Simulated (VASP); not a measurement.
Write the native input for VASP 6.6.1 that does the following.

```
Task                   : single point
Functional             : PBE
Dispersion             : D3(BJ)
Potentials or basis    : VASP PAW PBE potentials, release 64 (C, O)
Cutoff                 : 520 eV
k mesh                 : 1 × 1 × 1
Occupations            : gaussian, width 0.01 eV
Spin                   : no spin polarisation
Dipole correction      : no
Further INCAR settings : ALGO = Normal; EDIFF = 1e-06; NBANDS = 15
```

The structure of CO2 lies in POSCAR:

```
CO2
1.0
   10.3000000000      0.0000000000      0.0000000000
    0.0000000000     10.5000000000      0.0000000000
    0.0000000000      0.0000000000     10.7000000000
C O
1 2
Direct
    0.5000000000      0.5000000000      0.5000000000
    0.5655227881      0.5642747350      0.5630733381
    0.4344772119      0.4357252650      0.4369266619
```

One way to write it, as run:

INCAR

```
  ALGO = Normal
  EDIFF = 1E-6
  ENCUT = 520
  GGA = PE
  ISIF = 2
  ISMEAR = 0
  IVDW = 12
  LASPH = T
  LCHARG = F
  LREAL = F
  LWAVE = F
  NBANDS = 15
  NELM = 60
  PREC = Accurate
  SIGMA = 0.01
```

KPOINTS

```
k-points
0
Gamma
  1 1 1
```

Potentials or basis: VASP PAW PBE potentials, release 64 (C, O).

Command:

```console
$ cat potpaw_PBE.64/C/POTCAR potpaw_PBE.64/O/POTCAR > POTCAR
$ mpirun -np 1 vasp_gam > vasp.out
```

Results of the run:

```json
{"Largest force": "0.810 eV/Å", "Gap between the frontier levels": "8.02 eV", "Dispersion energy per atom": "-0.009 eV"}
```

Run time: 54 s on 1 thread of Intel(R) Xeon(R) Platinum 8488C (Sapphire Rapids), on a shared host, peak memory 0.9 GiB.
